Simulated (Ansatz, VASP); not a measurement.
Given: the input of a run of VASP 6.6.1 on Au.

POSCAR

```
Au
1.0
    2.7484100000      0.0000000000      0.0000000000
    0.0000000000      2.7484100000      0.0000000000
    0.0000000000      0.0000000000      2.7484100000
Au
1
Direct
    0.5000000000      0.5000000000      0.5000000000
```

File INCAR.step1:

```
SYSTEM = Au
PREC = Accurate
ENCUT = 600
EDIFF = 1E-5
ISMEAR = -1
SIGMA = 0.05
LREAL = .False.
LASPH = .True.
NELM = 60
ALGO = Normal
LWAVE = .True.
LCHARG = .False.
GGA = PE
NBANDS = 12
```

INCAR.step2

```
SYSTEM = Au
PREC = Accurate
ENCUT = 600
EDIFF = 1E-6
ISMEAR = -1
SIGMA = 0.05
LREAL = .False.
LASPH = .True.
NELM = 60
ALGO = Normal
ISIF = 3
LWAVE = .False.
LCHARG = .False.
GGA = PE
LHFCALC = .True.
AEXX = 1.0
ALDAC = 0.0
AGGAC = 0.0
PRECFOCK = Normal
IBRION = 2
NSW = 60
EDIFFG = -0.01
ISTART = 1
```

Contents of KPOINTS:

```
Automatic mesh
0
Gamma
  5 5 5
  0 0 0
```

Potentials or basis: VASP PAW PBE potentials, release 64 (Au).

Command:

```console
$ cat potpaw_PBE.64/Au/POTCAR > POTCAR
$ cp INCAR.step1 INCAR
$ mpirun -np 1 vasp_std > vasp.out
$ cp INCAR.step2 INCAR
$ mpirun -np 1 vasp_std > vasp.out
```

Q: Translate it to Ansatz 0.2.0. Potentials there: Ansatz PAW.

A: As run (the cutoff follows the program's own potentials):

input

```
crystal:
  lattice:
    - [2.74841, 0.0, 0.0]
    - [0.0, 2.74841, 0.0]
    - [0.0, 0.0, 2.74841]
  atoms:
    - { symbol: Au, position: [0.5, 0.5, 0.5] }
hamiltonian:
  xc: hf
  pseudopotentials: { kind: paw }
kpoints:
  mp_grid: { grid: [5, 5, 5] }
scf:
  occupations: { method: fermi_dirac, width: 0.05 }
output:
  forces: true
  stress: true
  eigenvalues: true
relax:
  f_tol: 0.01
  max_steps: 40
  cell: { stress_tol: 0.05 }
```

Both were run:

|  | VASP | Ansatz | Ansatz less VASP |
| --- | --- | --- | --- |
| gap on the k mesh at the Fermi level, each at its own relaxed structure (eV) | none | none | - |
| relaxed volume (Å³/atom) | 23.44 | 23.75 | +0.317 |
| relaxed cell length with the largest relative difference (Å) | 2.862 | 2.875 | +0.0128 |

VASP's potentials were made for PBE, not for HF. A gap of «none» marks a metal or a gap that the smearing closes. VASP's potentials hold 11 valence electrons a cell and Ansatz's 19, so a difference there can come from the potentials and not from the codes.

The k mesh is coarse, so the values compare programs but aren't converged. Spin-orbit coupling is off throughout. Noted on Ansatz's run: the plane-wave basis is chosen anew once the cell has moved, so the energies of steps on either side of that aren't comparable.
